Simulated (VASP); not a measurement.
# C (Im-3m) in VASP: notebook

Runs on C. Level: BLYP. Tasks: single point.

Everything below comes from runs of VASP 6.6.1. Logs are shortened: lines on timing, memory, paths and dates and some standing lists are left out, and cuts for length are marked.

## (1) The cell of the first run

It takes space group Im-3m (No. 229, cubic). The conventional cell has a = 2.464 Å, b = 2.464 Å, c = 2.464 Å, α = 90.00°, β = 90.00°, γ = 90.00°. C (site symmetry m-3m) has 14 C at 2.13 to 2.46 Å within 2.8 Å.

## (2) Single point, BLYP

Contents of INCAR:

```
SYSTEM = C
PREC = Accurate ; ENCUT = 520
EDIFF = 1E-7 ; ISMEAR = -1
SIGMA = 0.1 ; LREAL = .False.
LASPH = .True. ; NELM = 60
ALGO = Normal ; ISIF = 2
LWAVE = .False. ; LCHARG = .True.
GGA = B5 ; ALDAX = 1.0
AGGAX = 1.0 ; AGGAC = 1.0
ALDAC = 0.0 ; LELF = .True.
LVHAR = .True. ; NBANDS = 8
```

Contents of KPOINTS:

```
Automatic mesh
0
Gamma
  18 18 18
  0 0 0
```

Contents of POSCAR:

```
C
1.0
   -1.2321206740      1.2321206740      1.2321206740
    1.2321206740     -1.2321206740      1.2321206740
    1.2321206740      1.2321206740     -1.2321206740
C
1
Direct
    0.0000000000      0.0000000000      0.0000000000
```

Potentials or basis: VASP PAW PBE potentials, release 64 (C).

Command:

```sh
$ cat potpaw_PBE.64/C/POTCAR > POTCAR
$ mpirun -np 1 vasp_std > vasp.out
```

OUTCAR:

```text
SYSTEM = C
   PREC = Accurate
   ENCUT = 520
   EDIFF = 1E-7
   ISMEAR = -1
   LREAL = .False.
   LASPH = .True.
   NELM = 60
   ISIF = 2
   GGA = B5

 ion  position               nearest neighbor table
   1  0.000  0.000  0.000-

  LATTYP: Found a body centered cubic cell.
 ALAT       =     2.4642413480

  Lattice vectors:

 A1 = (  -1.2321206740,   1.2321206740,   1.2321206740)
 A2 = (   1.2321206740,  -1.2321206740,   1.2321206740)
 A3 = (   1.2321206740,   1.2321206740,  -1.2321206740)

Analysis of symmetry for initial positions (statically):
=====================================================================
 Subroutine PRICEL returns:
 Original cell was already a primitive cell.

 Routine SETGRP: Setting up the symmetry group for a
 body centered cubic supercell.

 Subroutine GETGRP returns: Found 48 space group operations
 (whereof 48 operations were pure point group operations)
 out of a pool of 48 trial point group operations.

The static configuration has the point symmetry O_h .

Analysis of symmetry for dynamics (positions and initial velocities):
=====================================================================
 Subroutine PRICEL returns:
 Original cell was already a primitive cell.

 Routine SETGRP: Setting up the symmetry group for a
 body centered cubic supercell.

 Subroutine GETGRP returns: Found 48 space group operations
 (whereof 48 operations were pure point group operations)
 out of a pool of 48 trial point group operations.

The dynamic configuration has the point symmetry O_h .

 Subroutine INISYM returns: Found 48 space group operations
 (whereof 48 operations are pure point group operations),
 and found     1 'primitive' translations

----------------------------------------------------------------------------------------

                                     Primitive cell

  volume of cell :       7.4820

  direct lattice vectors                    reciprocal lattice vectors
    -1.232120674  1.232120674  1.232120674     0.000000000  0.405804407  0.405804407
     1.232120674 -1.232120674  1.232120674     0.405804407  0.000000000  0.405804407
     1.232120674  1.232120674 -1.232120674     0.405804407  0.405804407  0.000000000

  length of vectors
     2.134095608  2.134095608  2.134095608     0.573894097  0.573894097  0.573894097

  position of ions in fractional coordinates (direct lattice)
     0.000000000  0.000000000  0.000000000

  ion indices of the primitive-cell ions
   primitive index   ion index
                 1           1

----------------------------------------------------------------------------------------

 KPOINTS: Automatic mesh

Automatic generation of k-mesh.
 Grid dimensions read from file:
 generate k-points for:   18   18   18

 Generating k-lattice:

  Cartesian coordinates                     Fractional coordinates (reciprocal lattice)
     0.000000000  0.022544689  0.022544689     0.055555556  0.000000000  0.000000000
     0.022544689  0.000000000  0.022544689     0.000000000  0.055555556  0.000000000
     0.022544689  0.022544689  0.000000000     0.000000000  0.000000000  0.055555556

  Length of vectors
     0.031883005  0.031883005  0.031883005

  Shift w.r.t. Gamma in fractional coordinates (k-lattice)
     0.000000000  0.000000000  0.000000000

 Subroutine IBZKPT returns following result:
 ===========================================

 Found    195 irreducible k-points:

 Following reciprocal coordinates:
            Coordinates               Weight
  0.000000  0.000000  0.000000      1.000000
  0.055556  0.000000  0.000000     12.000000
  0.111111  0.000000  0.000000     12.000000
  0.166667  0.000000  0.000000     12.000000
  0.222222  0.000000  0.000000     12.000000
  0.277778  0.000000  0.000000     12.000000
[... 16 lines left out ...]
  0.333333  0.111111 -0.000000     48.000000
  0.388889  0.111111  0.000000     48.000000
 [... further k-points ...]
   k-points           NKPTS =    195   k-points in BZ     NKDIM =    195   number of bands    NBANDS=      8
   number of dos      NEDOS =    301   number of ions     NIONS =      1
   total plane-waves  NPLWV =   4096
   dimension x,y,z NGX =    16 NGY =   16 NGZ =   16
   dimension x,y,z NGXF=    32 NGYF=   32 NGZF=   32
   ions per type =               1
   NGX,Y,Z   is equivalent  to a cutoff of  12.46, 12.46, 12.46 a.u.
   NGXF,Y,Z  is equivalent  to a cutoff of  24.93, 24.93, 24.93 a.u.
 SYSTEM =  C
   PREC   = accura    normal or accurate (medium, high low for compatibility)
   ISTART =      0    job   : 0-new  1-cont  2-samecut
   ICHARG =      2    charge: 1-file 2-atom 10-const
   ISPIN  =      1    spin polarized calculation?
   LNONCOLLINEAR =      F non collinear calculations
   LSORBIT =      F    spin-orbit coupling
   LASPH  =      T    aspherical Exc in radial PAW
   ENCUT  =  520.0 eV  38.22 Ry    6.18 a.u.   3.97  3.97  3.97*2*pi/ulx,y,z
   NELM   =     60;   NELMIN=  2; NELMDL= -5     # of ELM steps
   EDIFF  = 0.1E-06   stopping-criterion for ELM
   LREAL  =      F    real-space projection
   EDIFFG = 0.1E-05   stopping-criterion for IOM
   NSW    =      0    number of steps for IOM
   IBRION =     -1    ionic relax: 0-MD 1-quasi-New 2-CG
   NFREE  =      0    steps in history (QN), initial steepest desc. (CG)
   ISIF   =      2    stress and relaxation
   ISYM   =      2    0-nonsym 1-usesym 2-fastsym
   POTIM  = 0.5000    time-step for ionic-motion
   TEBEG  =    0.0;   TEEND  =   0.0 temperature during run
   PSTRESS=    0.0 pullay stress
   NELECT =       4.0000    total number of electrons
   NUPDOWN=      -1.0000    fix difference up-down
   EMIN   =  10.00;   EMAX   =-10.00  energy-range for DOS
   EFERMI =   0.00;   METHOD = LEGACY
   ISMEAR =    -1;   SIGMA  =   0.10  broadening in eV -4-tet -1-fermi 0-gaus
   EFERMI_NEDOS =   21; number of points for ismear=-14 and -15
   IALGO  =     38    algorithm
   IMIX   =      4    mixing-type and parameters
     AMIX     =   0.40;   BMIX     =  1.00
     AMIX_MAG =   1.60;   BMIX_MAG =  1.00
  volume/ion in A,a.u.               =       7.48        50.49
  Fermi-wavevector in a.u.,A,eV,Ry     =   1.328684  2.510848 24.019728  1.765400
  Thomas-Fermi vector in A             =   2.457903
   LORBIT       =      0    0 simple, 1 ext, 2 COOP (PROOUT), +10 PAW based schemes
   GGA     = B5    functional components
   LHFCALC =     F    Hartree Fock is set to
   AEXX    =    0.0000 exact exchange contribution
   IVDW    =     0    specifies the selected vdW correction
   LEPSILON=     F    determine dielectric tensor
   LRPA    =     F    only Hartree local field effects (RPA)
 non-spin polarized calculation
  energy-cutoff  :      520.00
  volume of cell :        7.48
 maximum number of plane-waves:       212
   NGX =  7   NGY =  7   NGZ =  7

 number of electron       4.0000000 magnetization

 Free energy of the ion-electron system (eV)
  ---------------------------------------------------
  ext. energy  EPLUGINS =         0.00000000
  ---------------------------------------------------
  free energy    TOTEN  =        -4.05908068 eV

  energy without entropy =       -4.04638958  energy(sigma->0) =       -4.05273513

 E-fermi :   7.3567     XC(G=0): -11.8444

 val. band max:        7.2590548498   @ k =   0.1667   0.1667   0.1111
 cond. band min:       7.3737545341   @ k =   0.2778   0.2222   0.0000
 fundamental gap:      0.1146996843
 Fermi energy:         7.3566744059

 k-point     1 :       0.0000    0.0000    0.0000
  band No.  band energies     occupation
      1     -10.5838      2.00000
      2      15.1534      0.00000
      3      15.1535      0.00000
      4      15.1535      0.00000
      5      39.0338      0.00000
      6      39.0338      0.00000
      7      39.0338      0.00000
      8      39.1865      0.00000

 k-point     2 :       0.0556    0.0000    0.0000
  band No.  band energies     occupation
      1     -10.4567      2.00000
      2      14.8542      0.00000
      3      14.9929      0.00000
      4      15.1234      0.00000
      5      38.1746      0.00000
      6      38.1909      0.00000
      7      39.2311      0.00000
      8      39.4636      0.00000

 k-point     3 :       0.1111    0.0000    0.0000
  band No.  band energies     occupation
      1     -10.0759      2.00000
      2      13.9697      0.00000
      3      14.5512      0.00000
      4      15.0358      0.00000
      5      35.8202      0.00000
      6      36.5287      0.00000
      7      39.3359      0.00000
      8      40.7098      0.00000

 k-point     4 :       0.1667    0.0000    0.0000
  band No.  band energies     occupation
      1      -9.4428      2.00000
      2      12.5518      0.00000
      3      13.9279      0.00000
      4      14.8987      0.00000
      5      33.4393      0.00000
      6      34.8165      0.00000
      7      39.4527      0.00000
      8      40.8271      0.00000

 k-point     5 :       0.2222    0.0000    0.0000
  band No.  band energies     occupation
      1      -8.5601      2.00000
      2      10.6964      0.00000
      3      13.2333      0.00000
      4      14.7256      0.00000
      5      31.5245      0.00000
      6      33.2803      0.00000
      7      39.5705      0.00000
      8      40.5814      0.00000

 k-point     6 :       0.2778    0.0000    0.0000
  band No.  band energies     occupation
      1      -7.4323      2.00000
      2       8.5380      0.00001
      3      12.5618      0.00000
      4      14.5373      0.00000
      5      30.1038      0.00000
      6      31.9903      0.00000
      7      39.6853      0.00000
      8      40.7490      0.00000

 k-point     7 :       0.3333    0.0000    0.0000
  band No.  band energies     occupation
      1      -6.0660      2.00000
      2       6.2202      1.99998
      3      11.9813      0.00000
      4      14.3565      0.00000
      5      29.1084      0.00000
      6      30.9734      0.00000
      7      39.7972      0.00000
      8      41.2709      0.00000

 k-point     8 :       0.3889    0.0000    0.0000
  band No.  band energies     occupation
      1      -4.4722      2.00000
      2       3.8680      2.00000
      3      11.5386      0.00000
      4      14.2070      0.00000
      5      28.4591      0.00000
      6      30.2416      0.00000
      7      39.8788      0.00000
      8      42.0284      0.00000

 k-point     9 :       0.4444    0.0000    0.0000
  band No.  band energies     occupation
      1      -2.6721      2.00000
      2       1.5827      2.00000
      3      11.2627      0.00000
      4      14.1095      0.00000
      5      28.0943      0.00000
      6      29.8007      0.00000
      7      39.9431      0.00000
      8      42.7852      0.00000

 k-point    10 :       0.5000    0.0000    0.0000
  band No.  band energies     occupation
      1      -0.9943      2.00000
      2      -0.2618      2.00000
      3      11.1690      0.00000
      4      14.0749      0.00000
      5      27.9768      0.00000
      6      29.6535      0.00000
      7      39.9594      0.00000
      8      43.1256      0.00000
[... 78 lines left out ...]
 k-point    18 :       0.4444    0.0556   -0.0000
  band No.  band energies     occupation
      1      -1.6344      2.00000
      2       0.5932      2.00000
      3      10.9307      0.00000
      4      13.8356      0.00000
      5      28.2487      0.00000
      6      29.9597      0.00000
      7      39.6534      0.00000
      8      42.9992      0.00000

 k-point    19 :       0.1111    0.1111    0.0000
  band No.  band energies     occupation
      1      -9.0639      2.00000
      2      12.0319      0.00000
      3      13.5301      0.00000
      4      14.5016      0.00000
      5      32.9818      0.00000
      6      33.8711      0.00000
      7      39.1258      0.00000
      8      40.2360      0.00000

 k-point    20 :       0.1667    0.1111    0.0000
  band No.  band energies     occupation
      1      -8.1833      2.00000
      2      10.5270      0.00000
      3      12.5809      0.00000
      4      14.2182      0.00000
      5      31.6174      0.00000
      6      32.7599      0.00000
      7      39.0050      0.00000
      8      40.5112      0.00000

 k-point    21 :       0.2222    0.1111   -0.0000
  band No.  band energies     occupation
      1      -7.0584      2.00000
      2       8.6187      0.00001
      3      11.6860      0.00000
      4      13.9516      0.00000
      5      30.5328      0.00000
      6      31.9393      0.00000
      7      38.8402      0.00000
      8      41.0936      0.00000

 k-point    22 :       0.2778    0.1111   -0.0000
  band No.  band energies     occupation
      1      -5.6966      2.00000
      2       6.4382      1.99979
      3      10.9697      0.00000
      4      13.7084      0.00000
      5      29.7481      0.00000
      6      31.3475      0.00000
      7      38.7623      0.00000
      8      41.7441      0.00000

 k-point    23 :       0.3333    0.1111   -0.0000
  band No.  band energies     occupation
      1      -4.1095      2.00000
      2       4.1583      2.00000
      3      10.4522      0.00000
      4      13.5116      0.00000
      5      29.2221      0.00000
      6      30.9487      0.00000
      7      38.7786      0.00000
      8      42.3730      0.00000

 k-point    24 :       0.3889    0.1111    0.0000
  band No.  band energies     occupation
      1      -2.3215      2.00000
      2       1.9150      2.00000
      3      10.1391      0.00000
      4      13.3832      0.00000
      5      28.9190      0.00000
      6      30.7188      0.00000
      7      38.8338      0.00000
      8      42.8855      0.00000

 [... further k-points ...]
[... 5 lines left out ...]
  --------------------------------------------------------------------------------------
  -------------------------------------------------------------------------------------
  Total        0.0102281      0.0102281      0.0102281      0.0000000      0.0000000     -0.0000000
  in kB        2.1902106      2.1902106      2.1902106      0.0000000      0.0000000     -0.0000000
  external PRESSURE =       2.1902106 kB  Pullay stress =       0.0000000 kB

 VOLUME and BASIS-vectors are now :
 -----------------------------------------------------------------------------
  energy-cutoff  :      520.00
  volume of cell :        7.48
      direct lattice vectors                 reciprocal lattice vectors
    -1.232120674  1.232120674  1.232120674     0.000000000  0.405804407  0.405804407
     1.232120674 -1.232120674  1.232120674     0.405804407  0.000000000  0.405804407
     1.232120674  1.232120674 -1.232120674     0.405804407  0.405804407  0.000000000

 POSITION                                       TOTAL-FORCE (eV/Angst)
 -----------------------------------------------------------------------------------
      0.00000      0.00000      0.00000        -0.000000     -0.000000      0.000000
 -----------------------------------------------------------------------------------
    total drift:                                0.000000     -0.000000     -0.000000

  FREE ENERGIE OF THE ION-ELECTRON SYSTEM (eV)
  ---------------------------------------------------
  free  energy   TOTEN  =        -4.0590806834 eV

  energy  without entropy=       -4.0463895808  energy(sigma->0) =       -4.05273513
```

Wall time 7.4 s (1 thread of Intel Xeon 8259CL, shared host); peak memory 0.11 GiB.

Results:

| Property | Result |
| --- | --- |
| Free energy | -4.0591 eV |
| Pressure | 0.2 GPa |
| Band gap on the k mesh | zero (band 2 reaches 15.15 eV, above the bottom of band 3 at 3.14 eV) |

Caveat: the PAW data sets were made with another functional, which shifts forces and pressure a little.

[end of part 1 of 3]
